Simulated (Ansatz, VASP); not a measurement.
Two plane-wave programs on Ta

```
Ta
1.0
    -1.64020    1.64020    1.64020
     1.64020   -1.64020    1.64020
     1.64020    1.64020   -1.64020
Ta
1
Direct
  0.00000 0.00000 0.00000
```

Alike in both runs: task single point; functional r2SCAN50; k mesh 6 × 6 × 6; occupations fermi-dirac, width 0.05 eV; no spin polarisation.

|  | VASP | Ansatz |
| --- | --- | --- |
| version | VASP 6.6.1 | Ansatz 0.2.0 |
| potentials or method | VASP PAW PBE potentials, release 64 (Ta_pv) | Ansatz PAW |
| plane-wave cutoff (eV) | 520 | 500 |
| valence electrons in the cell | 11 | 13 |

VASP gave:

```
gap on the k mesh at the Fermi level (eV) : none
pressure (GPa)                            : 4.1
```

Problem. Estimate Ansatz's values.

Solution. gap on the k mesh at the Fermi level (eV): none; pressure (GPa): 6.7.

VASP's potentials were made for PBE, not for r2SCAN50. A gap of «none» marks a metal or a gap that the smearing closes. VASP's potentials hold 11 valence electrons a cell and Ansatz's 13, so a difference there can come from the potentials and not from the codes.

The k mesh is coarse, so the values compare programs but aren't converged. Neither program's run includes spin-orbit coupling.
